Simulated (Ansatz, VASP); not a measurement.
## H: VASP beside Ansatz

```
H
1.0
     0.00000    1.72066    1.72066
     1.72066    0.00000    1.72066
     1.72066    1.72066    0.00000
H
1
Cartesian
  0.0000 0.0000 0.0000
```

Alike in both runs: task single point; functional r2SCAN; k mesh 8 × 8 × 8; occupations gaussian, width 0.1 eV; no spin polarisation.

|  | VASP | Ansatz |
| --- | --- | --- |
| version | VASP 6.6.1 | Ansatz 0.2.0 |
| potentials or method | VASP PAW PBE potentials, release 64 (H), cutoff 520 eV | scalar-relativistic, plane waves, PAW |
| valence electrons in the cell | 1 | 1 |

Ansatz gave:

```
gap on the k mesh at the Fermi level (eV) : none
pressure (GPa)                            : -16.2
```

**Question.** Which values does VASP return?

**Answer.** gap on the k mesh at the Fermi level (eV): none; pressure (GPa): -16.4.

VASP's potentials were made for PBE, not for r2SCAN. A gap of «none» marks a metal or a gap that the smearing closes.

The k mesh is coarse, so the values compare programs but aren't converged.
